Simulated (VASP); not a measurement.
# Si3N4 (P6_3/m) in VASP: single point with PBE

Aim: the single point of Si3N4 with PBE.

Program: VASP 6.6.1. These are calculated values, not measurements. Logs are shortened: lines on timing, memory, paths and dates and some standing lists are left out, and cuts for length are marked.

## Step 1: The cell of the first run

The structure is hexagonal, space group P6_3/m (No. 176). The conventional cell has a = 7.664 Å, b = 7.664 Å, c = 2.926 Å, α = 90.00°, β = 90.00°, γ = 120.00°. Si (site symmetry m) has 4 N at 1.74 to 1.75 Å within 2.3 Å. Within 2.3 Å of N (site symmetry m) lie 3 Si at 1.75 Å. Within 2.3 Å of N (site symmetry -6) lie 3 Si at 1.74 Å.

## Step 2: Single point, PBE

INCAR

```
SYSTEM = Si3N4
  PREC = Accurate
  ENCUT = 520
  EDIFF = 1E-6
  ISMEAR = 0
  SIGMA = 0.02
  LREAL = .FALSE.
  LASPH = .TRUE.
  NELM = 80
  ALGO = Normal
  ISIF = 2
  LWAVE = .FALSE.
  LCHARG = .FALSE.
  GGA = PE
  NBANDS = 45
```

KPOINTS

```
regular mesh
0
G
  6 6 8
  0 0 0
```

POSCAR

```
Si3N4
1.0
    7.6635952578      0.0000000000      0.0000000000
   -3.8317976289      6.6368681776      0.0000000000
    0.0000000000      0.0000000000      2.9264558219
Si N
6 8
Direct
    0.7689111968      0.1750122962      0.2489142072
    0.5938989006      0.7689111968      0.7489142072
    0.8249877038      0.5938989006      0.2489142072
    0.2310888032      0.8249877038      0.7489142072
    0.4061010994      0.2310888032      0.2489142072
    0.1750122962      0.4061010994      0.7489142072
    0.0308350293      0.3300031426      0.2489141078
    0.7008318867      0.0308350293      0.7489141078
    0.6699968574      0.7008318867      0.2489141078
    0.9691649707      0.6699968574      0.7489141078
    0.2991681133      0.9691649707      0.2489141078
    0.3300031426      0.2991681133      0.7489141078
    0.6666666667      0.3333333333      0.2489150549
    0.3333333333      0.6666666667      0.7489150549
```

Potentials or basis: VASP PAW PBE potentials, release 64 (Si, N).

On the command line:

```sh
cat potpaw_PBE.64/Si/POTCAR potpaw_PBE.64/N/POTCAR > POTCAR
mpirun -np 1 vasp_std > vasp.out
```

OUTCAR:

```text
SYSTEM = Si3N4
   PREC = Accurate
   ENCUT = 520
   EDIFF = 1E-6
   ISMEAR = 0
   LREAL = .FALSE.
   LASPH = .TRUE.
   NELM = 80
   ISIF = 2
   GGA = PE

 ion  position               nearest neighbor table
   1  0.769  0.175  0.249-  13 1.74   7 1.75   8 1.75   8 1.75   5 3.02   3 3.02   6 3.07   6 3.07
                             2 3.07   2 3.07
   2  0.594  0.769  0.749-  14 1.74   8 1.75   9 1.75   9 1.75   4 3.02   6 3.02   3 3.07   3 3.07
                             1 3.07   1 3.07
   3  0.825  0.594  0.249-  13 1.74   9 1.75  10 1.75  10 1.75   5 3.02   1 3.02   2 3.07   2 3.07
                             4 3.07   4 3.07
   4  0.231  0.825  0.749-  14 1.74  10 1.75  11 1.75  11 1.75   2 3.02   6 3.02   3 3.07   3 3.07
                             5 3.07   5 3.07
   5  0.406  0.231  0.249-  13 1.74  11 1.75  12 1.75  12 1.75   1 3.02   3 3.02   6 3.07   6 3.07
                             4 3.07   4 3.07
   6  0.175  0.406  0.749-  14 1.74  12 1.75   7 1.75   7 1.75   2 3.02   4 3.02   5 3.07   5 3.07
                             1 3.07   1 3.07
   7  0.031  0.330  0.249-   1 1.75   6 1.75   6 1.75
   8  0.701  0.031  0.749-   2 1.75   1 1.75   1 1.75
   9  0.670  0.701  0.249-   3 1.75   2 1.75   2 1.75
  10  0.969  0.670  0.749-   4 1.75   3 1.75   3 1.75
  11  0.299  0.969  0.249-   5 1.75   4 1.75   4 1.75
  12  0.330  0.299  0.749-   6 1.75   5 1.75   5 1.75
  13  0.667  0.333  0.249-   1 1.74   3 1.74   5 1.74
  14  0.333  0.667  0.749-   4 1.74   6 1.74   2 1.74

  LATTYP: Found a hexagonal cell.
 ALAT       =     7.6635952578
 C/A-ratio  =     0.3818646110

  Lattice vectors:

 A1 = (   7.6635952578,   0.0000000000,   0.0000000000)
 A2 = (  -3.8317976289,   6.6368681776,   0.0000000000)
 A3 = (   0.0000000000,   0.0000000000,   2.9264558219)

Analysis of symmetry for initial positions (statically):
=====================================================================
 Subroutine PRICEL returns:
 Original cell was already a primitive cell.

 Routine SETGRP: Setting up the symmetry group for a
 hexagonal supercell.

 Subroutine GETGRP returns: Found 12 space group operations
 (whereof  3 operations were pure point group operations)
 out of a pool of 24 trial point group operations.

The static configuration has the point symmetry C_3 .
 The point group associated with its full space group is C_6h.

Analysis of symmetry for dynamics (positions and initial velocities):
=====================================================================
 Subroutine PRICEL returns:
 Original cell was already a primitive cell.

[... 150 lines left out ...]
   IMIX   =      4    mixing-type and parameters
     AMIX     =   0.40;   BMIX     =  1.00
     AMIX_MAG =   1.60;   BMIX_MAG =  1.00
  volume/ion in A,a.u.               =      10.63        71.75
  Fermi-wavevector in a.u.,A,eV,Ry     =   1.235631  2.335005 20.773168  1.526785
  Thomas-Fermi vector in A             =   2.370273
   LORBIT       =      0    0 simple, 1 ext, 2 COOP (PROOUT), +10 PAW based schemes
   GGA     = PE    functional components
   LHFCALC =     F    Hartree Fock is set to
   AEXX    =    0.0000 exact exchange contribution
   IVDW    =     0    specifies the selected vdW correction
   LEPSILON=     F    determine dielectric tensor
   LRPA    =     F    only Hartree local field effects (RPA)
 non-spin polarized calculation
 Gauss-broadening in eV      SIGMA  =   0.02
  energy-cutoff  :      520.00
  volume of cell :      148.85
 maximum number of plane-waves:      4043
 NGX is ok and might be reduce to    60
   NGX = 29   NGY = 29   NGZ = 11

 number of electron      63.9999994 magnetization

 Free energy of the ion-electron system (eV)
  ---------------------------------------------------
  ext. energy  EPLUGINS =         0.00000000
  ---------------------------------------------------
  free energy    TOTEN  =      -114.54430969 eV

  energy without entropy =     -114.54430969  energy(sigma->0) =     -114.54430969

 E-fermi :   6.6356     XC(G=0): -10.7083

 val. band max:        6.5236390661   @ k =   0.0000   0.0000   0.1250
 cond. band min:      10.7858543967   @ k =   0.0000   0.0000   0.0000
 fundamental gap:      4.2622153306
 Fermi energy:         6.6356436115

 k-point     1 :       0.0000    0.0000    0.0000
  band No.  band energies     occupation
      1     -11.5270      2.00000
      2     -10.1088      2.00000
      3     -10.1088      2.00000
      4      -9.4784      2.00000
      5      -9.3397      2.00000
      6      -9.3397      2.00000
[... 1117 lines left out ...]
     43      14.6804      0.00000
     44      14.6804      0.00000

 [... further k-points ...]

 [bands above 44 left out]

------------------------ aborting loop because EDIFF is reached ----------------------------------------

  FORCE on cell =-STRESS in cart. coord.  units (eV):
  Direction    XX          YY          ZZ          XY          YZ          ZX
  --------------------------------------------------------------------------------------
  -------------------------------------------------------------------------------------
  Total       -0.2496400     -0.2496400     -0.2898480     -0.0000001      0.0000000      0.0000000
  in kB       -2.6871201     -2.6871201     -3.1199174     -0.0000006      0.0000000      0.0000000
  external PRESSURE =      -2.8313859 kB  Pullay stress =       0.0000000 kB

 VOLUME and BASIS-vectors are now :
 -----------------------------------------------------------------------------
  energy-cutoff  :      520.00
  volume of cell :      148.85
      direct lattice vectors                 reciprocal lattice vectors
     7.663595258  0.000000000  0.000000000     0.130487058  0.075336738  0.000000000
    -3.831797629  6.636868178  0.000000000     0.000000000  0.150673476  0.000000000
     0.000000000  0.000000000  2.926455822     0.000000000  0.000000000  0.341710267

 POSITION                                       TOTAL-FORCE (eV/Angst)
 -----------------------------------------------------------------------------------
      5.22201      1.16153      0.72844         0.002399      0.002320     -0.000000
      1.60509      5.10316      2.19166        -0.000809      0.003237     -0.000000
      4.04667      3.94163      0.72844        -0.003208      0.000918     -0.000000
     -1.39021      5.47533      2.19166        -0.002399     -0.002320      0.000000
      2.22671      1.53371      0.72844         0.000809     -0.003237     -0.000000
     -0.21487      2.69524      2.19166         0.003208     -0.000918     -0.000000
     -1.02820      2.19019      0.72844        -0.000749     -0.002573      0.000000
      5.25274      0.20465      2.19166         0.001854     -0.001935     -0.000000
      2.44914      4.65133      0.72844         0.002603      0.000638     -0.000000
      4.86000      4.44668      2.19166         0.000749      0.002573      0.000000
     -1.42094      6.43222      0.72844        -0.001854      0.001935      0.000000
      1.38266      1.98554      2.19166        -0.002603     -0.000638      0.000000
      3.83180      2.21229      0.72844         0.000000     -0.000000      0.000000
     -0.00000      4.42458      2.19167         0.000000     -0.000000     -0.000000
 -----------------------------------------------------------------------------------
    total drift:                               -0.000000     -0.000000     -0.002723

  FREE ENERGIE OF THE ION-ELECTRON SYSTEM (eV)
  ---------------------------------------------------
  free  energy   TOTEN  =      -114.5443096942 eV

  energy  without entropy=     -114.5443096942  energy(sigma->0) =     -114.54430969
```

OSZICAR:

```text
N       E                     dE             d eps       ncg     rms          rms(c)
DAV:   1     0.288250636619E+03    0.28825E+03   -0.31724E+04  3600   0.132E+03
DAV:   2    -0.107303253054E+03   -0.39555E+03   -0.37654E+03  4663   0.279E+02
DAV:   3    -0.130571697373E+03   -0.23268E+02   -0.23107E+02  4592   0.711E+01
DAV:   4    -0.130942192881E+03   -0.37050E+00   -0.36925E+00  4544   0.963E+00
DAV:   5    -0.130951329667E+03   -0.91368E-02   -0.91264E-02  4420   0.145E+00    0.289E+01
DAV:   6    -0.114628671713E+03    0.16323E+02   -0.58680E+01  4345   0.306E+01    0.129E+01
DAV:   7    -0.114584898697E+03    0.43773E-01   -0.30202E+00  4536   0.711E+00    0.619E+00
DAV:   8    -0.114542006016E+03    0.42893E-01   -0.16262E-01  4375   0.197E+00    0.216E+00
DAV:   9    -0.114541625803E+03    0.38021E-03   -0.37616E-02  4496   0.101E+00    0.315E-01
DAV:  10    -0.114543565922E+03   -0.19401E-02   -0.39536E-03  4118   0.274E-01    0.174E-01
DAV:  11    -0.114544252409E+03   -0.68649E-03   -0.95459E-04  4127   0.158E-01    0.284E-02
DAV:  12    -0.114544287335E+03   -0.34926E-04   -0.52230E-05  4456   0.393E-02    0.114E-02
DAV:  13    -0.114544305398E+03   -0.18064E-04   -0.18048E-05  4009   0.202E-02    0.495E-03
DAV:  14    -0.114544309059E+03   -0.36605E-05   -0.31856E-06  4040   0.912E-03    0.298E-03
DAV:  15    -0.114544309694E+03   -0.63545E-06   -0.15482E-06  3247   0.528E-03
   1 F= -.11454431E+03 E0= -.11454431E+03  d E =-.187721E-17
```

stdout:

```text
POSCAR found type information on POSCAR SiN
 POSCAR found :  2 types and      14 ions
 scaLAPACK will be used
 LDA part: xc-table for (Slater+PW92), standard interpolation
 POSCAR, INCAR and KPOINTS ok, starting setup
 FFT: planning ... GRIDC
 FFT: planning ... GRID_SOFT
 FFT: planning ... GRID
 WAVECAR not read
 entering main loop
```

It took 4.6 min on 1 thread of AMD EPYC 7R13 (Zen 3), shared host; peak memory 0.35 GiB.

What came out:

```yaml
Free_energy: -114.5443 eV
Pressure: -0.3 GPa
Largest_force: 0.003 eV/Å
Band_gap_on_the_k_mesh: 4.26 eV, indirect (least direct gap 4.44 eV)
```

Forces in eV/Å, atoms in the order of the input:
```
Si   0.002  0.002  0.000
Si  -0.001  0.003  0.000
Si  -0.003  0.001  0.000
Si  -0.002 -0.002  0.000
Si   0.001 -0.003  0.000
Si   0.003 -0.001  0.000
N   -0.001 -0.003  0.000
N    0.002 -0.002  0.000
N    0.003  0.001  0.000
N    0.001  0.003  0.000
N   -0.002  0.002  0.000
N   -0.003 -0.001  0.000
N    0.000  0.000  0.000
N    0.000  0.000  0.000
```

A k mesh can miss the band edges. A hybrid or GW would open this gap; PBE tends to underestimate it.
